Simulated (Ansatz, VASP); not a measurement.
## Na in VASP and in Ansatz

```
CELL_PARAMETERS angstrom
-2.05397 2.05397 2.11750
2.05397 -2.05397 2.11750
2.05397 2.05397 -2.11750
ATOMIC_POSITIONS crystal
Na 0.00000 0.00000 0.00000
```

Change from the starting cell: strain -0.030 along x and y, +0.000 along z, atoms carried along.

Alike in both runs: task single point; functional r2SCAN; k mesh 16 × 16 × 16; occupations gaussian, width 0.15 eV; no spin polarisation.

```csv
,VASP,Ansatz
version,VASP 6.6.1,Ansatz 0.2.0
potentials or method,"VASP PAW PBE potentials, release 64 (Na_pv), cutoff 520 eV","scalar-relativistic, plane waves, PAW"
valence electrons in the cell,7,9
```

```tsv
	VASP	Ansatz	Ansatz less VASP
gap on the k mesh at the Fermi level (eV)	none	none	-
pressure (GPa)	0.4	0.4	0.00
```

VASP's potentials were made for PBE, not for r2SCAN. A gap of «none» marks a metal or a gap that the smearing closes. VASP's potentials hold 7 valence electrons a cell and Ansatz's 9, so a difference there can come from the potentials and not from the codes.
